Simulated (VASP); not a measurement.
Write the native input for VASP 6.6.1 that does the following.

| Item | Value |
| --- | --- |
| Task | single point |
| Functional | LDA |
| Potentials or basis | VASP PAW LDA potentials, release 64 (Mg, O) |
| Cutoff | 520 eV |
| k mesh | 9 × 9 × 8 |
| Occupations | gaussian, width 0.05 eV |
| Spin | no spin polarisation |
| Dipole correction | no |
| Further INCAR settings | ALGO = Normal; EDIFF = 1e-07; NBANDS = 11 |

The structure of MgO lies in POSCAR:

```
MgO
1.0
    2.9380209034      0.0000000000      0.0000000000
   -1.4690104517      2.5825667503      0.0000000000
    0.0000000000      0.0000000000      2.6796800000
Mg O
1 1
Direct
    0.0000000000      0.0000000000      0.0000000000
    0.3333333333      0.6666666667      0.5000000000
```

This cell differs from its parent crystal: strain +0.0150 x Voigt [0, 1, 0, 0, 0, 0].

One way to write it, as run:

INCAR

```
SYSTEM = MgO
PREC = Accurate
ENCUT = 520
EDIFF = 1E-7
ISMEAR = 0
SIGMA = 0.05
LREAL = .False.
LASPH = .True.
NELM = 60
ALGO = Normal
ISIF = 2
LWAVE = .False.
LCHARG = .False.
NBANDS = 11
```

KPOINTS

```
Automatic mesh
0
Gamma
  9 9 8
  0 0 0
```

Potentials or basis: VASP PAW LDA potentials, release 64 (Mg, O).

Run with:

```sh
$ cat potpaw_LDA.64/Mg/POTCAR potpaw_LDA.64/O/POTCAR > POTCAR
$ mpirun -np 1 vasp_std > vasp.out
```

Results of the run:

```
Pressure               : -12.5 GPa
Largest force          : 0.015 eV/Å
Band gap on the k mesh : 2.79 eV, indirect (least direct gap 3.18 eV)
```

Caveat: the cell differs from its parent crystal (strain +0.0150 x Voigt [0, 1, 0, 0, 0, 0]).

Run time: 42 s on 1 thread of AMD EPYC 7R13 (shared host), peak memory 0.11 GiB.
